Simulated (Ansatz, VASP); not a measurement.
## Ta in VASP and in Ansatz

```
Ta
1.0
     2.89763    0.00000    0.00000
    -1.44882    2.50942    0.00000
     0.00000    0.00000    9.99751
Ta
4
Direct
  0.00000 0.00000 0.00000
  0.00000 0.00000 0.50000
  0.33333 0.66667 0.25000
  0.66667 0.33333 0.75000
```

Alike in both runs: task single point; functional PBEsol; k mesh 14 × 14 × 4; occupations fermi-dirac, width 0.1 eV; no spin polarisation.

|  | VASP | Ansatz |
| --- | --- | --- |
| version | VASP 6.6.1 | Ansatz 0.2.0 |
| potentials or method | VASP PAW PBE potentials, release 64 (Ta_pv), cutoff 520 eV | plane waves (420 eV) with PAW, scalar-relativistic |
| valence electrons in the cell | 44 | 52 |

```csv
,VASP,Ansatz,Ansatz less VASP
pressure (GPa),0.1,0.0,-0.12
"traceless stress, the component that is largest in VASP (GPa)",-0.09,-0.08,+0.004
```

VASP's potentials were made for PBE, not for PBEsol, and Ansatz warns of the same on its side. The functional is the same, so the differences come from potentials, cutoffs and numerics. VASP's potentials hold 44 valence electrons a cell and Ansatz's 52, so a difference there can come from the potentials and not from the codes.

Spin-orbit coupling is off throughout.
